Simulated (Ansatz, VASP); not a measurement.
# Ni3Ge: VASP beside Ansatz

```
CELL_PARAMETERS angstrom
3.53033 0.00000 0.00000
0.00000 3.53033 0.00000
0.00000 0.00000 3.53033
ATOMIC_POSITIONS crystal
Ni 0.50000 0.00000 0.50000
Ni 0.00000 0.50000 0.50000
Ni 0.50000 0.50000 0.00000
Ge 0.00000 0.00000 0.00000
```

Alike in both runs: task single point; functional PBEsol; k mesh 12 × 12 × 12; occupations fermi-dirac, width 0.2 eV; no spin polarisation.

|  | VASP | Ansatz |
| --- | --- | --- |
| version | VASP 6.6.1 | Ansatz 0.2.0 |
| potentials or method | VASP PAW PBE potentials, release 64 (Ni, Ge_d), cutoff 520 eV | scalar-relativistic, plane waves, PAW |
| valence electrons in the cell | 44 | 68 |

VASP gave:

| Item | Value |
| --- | --- |
| gap on the k mesh at the Fermi level (eV) | none |
| pressure (GPa) | 0.2 |

Problem. What did Ansatz give for the same quantities?

Solution. gap on the k mesh at the Fermi level (eV): none; pressure (GPa): -0.1.

VASP's potentials were made for PBE, not for PBEsol. A gap of «none» marks a metal or a gap that the smearing closes. VASP's potentials hold 44 valence electrons a cell and Ansatz's 68, so a difference there can come from the potentials and not from the codes.
